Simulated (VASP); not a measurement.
# SnTe (Fm-3m) in VASP: settings compared, part 2 of 2

VASP 6.6.1. The steps go on from the part before.

### Step 3. Single point, PBE

This run uses another cell than the first one, of 31.28 Å³/atom, 1.064 times its volume.

Input file INCAR:

```
ALGO     = Normal         # electronic algorithm
EDIFF    = 1E-7           # SCF threshold, eV
ENCUT    = 520            # plane-wave cutoff, eV
GGA      = PE             # functional
ISIF     = 2              # what is computed and relaxed
ISMEAR   = 0              # smearing method
LASPH    = True           # aspherical terms in the spheres
LCHARG   = False          # write CHGCAR
LREAL    = False          # projectors in reciprocal space
LWAVE    = False          # write WAVECAR
NBANDS   = 17             # bands
NELM     = 60             # most SCF steps
PREC     = Accurate       # precision mode
SIGMA    = 0.013000000000000001 # smearing width, eV
```

Input file KPOINTS:

```
k-points
0
Gamma
  7 7 7
```

Input file POSCAR:

```
SnTe
1.0
    0.0000000000      3.1508500000      3.1508500000
    3.1508500000      0.0000000000      3.1508500000
    3.1508500000      3.1508500000      0.0000000000
Te Sn
1 1
Direct
    0.5000000000      0.5000000000      0.5000000000
    0.0000000000      0.0000000000      0.0000000000
```

Potentials or basis: VASP PAW PBE potentials, release 64 (Te, Sn_d).

The run is started by

```sh
> cat potpaw_PBE.64/Te/POTCAR potpaw_PBE.64/Sn_d/POTCAR > POTCAR
> mpirun -np 1 vasp_std > vasp.out
```

OUTCAR:

```text
EDIFF = 1E-7
   ENCUT = 520
   GGA = PE
   ISIF = 2
   ISMEAR = 0
   LASPH = True
   LREAL = False
   NELM = 60
   PREC = Accurate

 ion  position               nearest neighbor table
   1  0.500  0.500  0.500-   2 3.15   2 3.15   2 3.15   2 3.15   2 3.15   2 3.15
   2  0.000  0.000  0.000-   1 3.15   1 3.15   1 3.15   1 3.15   1 3.15   1 3.15

  LATTYP: Found a face centered cubic cell.
 ALAT       =     6.3017000000

  Lattice vectors:

 A1 = (   0.0000000000,   3.1508500000,   3.1508500000)
 A2 = (   3.1508500000,   0.0000000000,   3.1508500000)
 A3 = (   3.1508500000,   3.1508500000,   0.0000000000)

Analysis of symmetry for initial positions (statically):
[... 33 lines left out ...]
                                     Primitive cell

  volume of cell :      62.5624

  direct lattice vectors                    reciprocal lattice vectors
     0.000000000  3.150850000  3.150850000    -0.158687338  0.158687338  0.158687338
     3.150850000  0.000000000  3.150850000     0.158687338 -0.158687338  0.158687338
     3.150850000  3.150850000  0.000000000     0.158687338  0.158687338 -0.158687338

  length of vectors
     4.455974803  4.455974803  4.455974803     0.274854533  0.274854533  0.274854533

  position of ions in fractional coordinates (direct lattice)
     0.500000000  0.500000000  0.500000000
     0.000000000  0.000000000  0.000000000

  ion indices of the primitive-cell ions
   primitive index   ion index
                 1           1
                 2           2

----------------------------------------------------------------------------------------

 KPOINTS: k-points

Automatic generation of k-mesh.
 Grid dimensions read from file:
 generate k-points for:    7    7    7

 Generating k-lattice:

  Cartesian coordinates                     Fractional coordinates (reciprocal lattice)
    -0.022669620  0.022669620  0.022669620     0.142857143  0.000000000  0.000000000
     0.022669620 -0.022669620  0.022669620     0.000000000  0.142857143  0.000000000
     0.022669620  0.022669620 -0.022669620     0.000000000  0.000000000  0.142857143

  Length of vectors
     0.039264933  0.039264933  0.039264933

  Shift w.r.t. Gamma in fractional coordinates (k-lattice)
     0.000000000  0.000000000  0.000000000

 Subroutine IBZKPT returns following result:
 ===========================================

 Found     20 irreducible k-points:

 Following reciprocal coordinates:
            Coordinates               Weight
  0.000000  0.000000  0.000000      1.000000
  0.142857  0.000000  0.000000      8.000000
  0.285714  0.000000  0.000000      8.000000
  0.428571  0.000000  0.000000      8.000000
  0.142857  0.142857  0.000000      6.000000
  0.285714  0.142857  0.000000     24.000000
[... 12 lines left out ...]
 -0.428571  0.428571  0.142857     24.000000
 -0.285714  0.428571  0.142857     24.000000
   k-points           NKPTS =     20   k-points in BZ     NKDIM =     20   number of bands    NBANDS=     17
   number of dos      NEDOS =    301   number of ions     NIONS =      2
   total plane-waves  NPLWV =  46656
   dimension x,y,z NGX =    36 NGY =   36 NGZ =   36
   dimension x,y,z NGXF=    72 NGYF=   72 NGZF=   72
   ions per type =               1   1
   NGX,Y,Z   is equivalent  to a cutoff of  13.43, 13.43, 13.43 a.u.
   NGXF,Y,Z  is equivalent  to a cutoff of  26.86, 26.86, 26.86 a.u.
 SYSTEM =  unknown system
   PREC   = accura    normal or accurate (medium, high low for compatibility)
   ISTART =      0    job   : 0-new  1-cont  2-samecut
   ICHARG =      2    charge: 1-file 2-atom 10-const
   ISPIN  =      1    spin polarized calculation?
   LNONCOLLINEAR =      F non collinear calculations
   LSORBIT =      F    spin-orbit coupling
   LASPH  =      T    aspherical Exc in radial PAW
   ENCUT  =  520.0 eV  38.22 Ry    6.18 a.u.   8.29  8.29  8.29*2*pi/ulx,y,z
   NELM   =     60;   NELMIN=  2; NELMDL= -5     # of ELM steps
   EDIFF  = 0.1E-06   stopping-criterion for ELM
   LREAL  =      F    real-space projection
   EDIFFG = 0.1E-05   stopping-criterion for IOM
   NSW    =      0    number of steps for IOM
   IBRION =     -1    ionic relax: 0-MD 1-quasi-New 2-CG
   NFREE  =      0    steps in history (QN), initial steepest desc. (CG)
   ISIF   =      2    stress and relaxation
   ISYM   =      2    0-nonsym 1-usesym 2-fastsym
   POTIM  = 0.5000    time-step for ionic-motion
   TEBEG  =    0.0;   TEEND  =   0.0 temperature during run
   PSTRESS=    0.0 pullay stress
   NELECT =      20.0000    total number of electrons
   NUPDOWN=      -1.0000    fix difference up-down
   EMIN   =  10.00;   EMAX   =-10.00  energy-range for DOS
   EFERMI =   0.00;   METHOD = LEGACY
   ISMEAR =     0;   SIGMA  =   0.01  broadening in eV -4-tet -1-fermi 0-gaus
   EFERMI_NEDOS =   21; number of points for ismear=-14 and -15
   IALGO  =     38    algorithm
   IMIX   =      4    mixing-type and parameters
     AMIX     =   0.40;   BMIX     =  1.00
     AMIX_MAG =   1.60;   BMIX_MAG =  1.00
  volume/ion in A,a.u.               =      31.28       211.10
  Fermi-wavevector in a.u.,A,eV,Ry     =   1.119387  2.115336 17.048485  1.253028
  Thomas-Fermi vector in A             =   2.256026
   LORBIT       =      0    0 simple, 1 ext, 2 COOP (PROOUT), +10 PAW based schemes
   GGA     = PE    functional components
   LHFCALC =     F    Hartree Fock is set to
   AEXX    =    0.0000 exact exchange contribution
   IVDW    =     0    specifies the selected vdW correction
   LEPSILON=     F    determine dielectric tensor
   LRPA    =     F    only Hartree local field effects (RPA)
 non-spin polarized calculation
 Gauss-broadening in eV      SIGMA  =   0.01
  energy-cutoff  :      520.00
  volume of cell :       62.56
 maximum number of plane-waves:      1705
 NGX is ok and might be reduce to    36
   NGX = 17   NGY = 17   NGZ = 17

 number of electron      19.9999998 magnetization

 Free energy of the ion-electron system (eV)
  ---------------------------------------------------
  ext. energy  EPLUGINS =         0.00000000
  ---------------------------------------------------
  free energy    TOTEN  =        -7.54728182 eV

  energy without entropy =       -7.54728182  energy(sigma->0) =       -7.54728182

 E-fermi :   6.8154     XC(G=0):  -9.4968

 val. band max:        6.7137907192   @ k =   0.4286   0.0000   0.0000
 cond. band min:       7.3753827243   @ k =   0.4286   0.0000   0.0000
 fundamental gap:      0.6615920051
 Fermi energy:         6.8153505338

 k-point     1 :       0.0000    0.0000    0.0000
  band No.  band energies     occupation
      1     -14.9456      2.00000
      2     -14.9456      2.00000
      3     -14.9396      2.00000
      4     -14.9396      2.00000
      5     -14.9396      2.00000
      6      -5.8512      2.00000
[... 9 lines left out ...]
     16      11.7061      0.00000
     17      13.7759      0.00000

 k-point     2 :       0.1429    0.0000    0.0000
  band No.  band energies     occupation
      1     -14.9464      2.00000
      2     -14.9464      2.00000
      3     -14.9393      2.00000
      4     -14.9385      2.00000
      5     -14.9385      2.00000
      6      -5.6802      2.00000
[... 9 lines left out ...]
     16      12.1219      0.00000
     17      15.0138      0.00000

 k-point     3 :       0.2857    0.0000    0.0000
  band No.  band energies     occupation
      1     -14.9486      2.00000
      2     -14.9486      2.00000
      3     -14.9386      2.00000
      4     -14.9355      2.00000
      5     -14.9355      2.00000
      6      -5.2116      2.00000
[... 9 lines left out ...]
     16      13.2638      0.00000
     17      17.4081      0.00000

 k-point     4 :       0.4286    0.0000    0.0000
  band No.  band energies     occupation
      1     -14.9505      2.00000
      2     -14.9505      2.00000
      3     -14.9381      2.00000
      4     -14.9330      2.00000
      5     -14.9330      2.00000
      6      -4.6741      2.00000
[... 9 lines left out ...]
     16      15.0040      0.00000
     17      16.5079      0.00000
[... 263 lines left out ...]
      1     -14.9548      2.00000
      2     -14.9472      2.00000
      3     -14.9374      2.00000
      4     -14.9342      2.00000
      5     -14.9312      2.00000
      6      -4.4202      2.00000
[... 9 lines left out ...]
     16      15.7431      0.00000
     17      16.9560      0.00000

 k-point    19 :      -0.4286    0.4286    0.1429
  band No.  band energies     occupation
      1     -14.9592      2.00000
      2     -14.9438      2.00000
      3     -14.9406      2.00000
      4     -14.9318      2.00000
      5     -14.9293      2.00000
      6      -4.3038      2.00000
[... 9 lines left out ...]
     16      16.5737      0.00000
     17      17.5216      0.00000

 k-point    20 :      -0.2857    0.4286    0.1429
  band No.  band energies     occupation
      1     -14.9572      2.00000
      2     -14.9458      2.00000
      3     -14.9375      2.00000
      4     -14.9346      2.00000
      5     -14.9294      2.00000
      6      -4.2150      2.00000
[... 9 lines left out ...]
     16      16.7522      0.00000
     17      17.3797      0.00000

------------------------ aborting loop because EDIFF is reached ----------------------------------------

  FORCE on cell =-STRESS in cart. coord.  units (eV):
  Direction    XX          YY          ZZ          XY          YZ          ZX
  --------------------------------------------------------------------------------------
  -------------------------------------------------------------------------------------
  Total        0.8452869      0.8452869      0.8452869     -0.0000000     -0.0000000      0.0000000
  in kB       21.6471913     21.6471913     21.6471913     -0.0000000     -0.0000000      0.0000000
  external PRESSURE =      21.6471913 kB  Pullay stress =       0.0000000 kB

 VOLUME and BASIS-vectors are now :
 -----------------------------------------------------------------------------
  energy-cutoff  :      520.00
  volume of cell :       62.56
      direct lattice vectors                 reciprocal lattice vectors
     0.000000000  3.150850000  3.150850000    -0.158687338  0.158687338  0.158687338
     3.150850000  0.000000000  3.150850000     0.158687338 -0.158687338  0.158687338
     3.150850000  3.150850000  0.000000000     0.158687338  0.158687338 -0.158687338

 POSITION                                       TOTAL-FORCE (eV/Angst)
 -----------------------------------------------------------------------------------
      3.15085      3.15085      3.15085        -0.000000      0.000000     -0.000000
      0.00000      0.00000      0.00000         0.000000     -0.000000      0.000000
 -----------------------------------------------------------------------------------
    total drift:                               -0.000000      0.000000      0.000000

  FREE ENERGIE OF THE ION-ELECTRON SYSTEM (eV)
  ---------------------------------------------------
  free  energy   TOTEN  =        -7.5472818158 eV

  energy  without entropy=       -7.5472818158  energy(sigma->0) =       -7.54728182
```

Run time: 23 s. Hardware: 1 thread of Intel Xeon Platinum 8488C (Sapphire Rapids), shared host; peak memory 0.2 GiB.

What came out:

| Item | Value |
| --- | --- |
| Free energy | -7.5473 eV |
| Pressure | 2.2 GPa |

Caveat: this odd mesh misses L, where the gap lies, so gap, dielectric constants and Born charges aren't listed; spin-orbit coupling is left out, which moves the levels of the heavy elements.
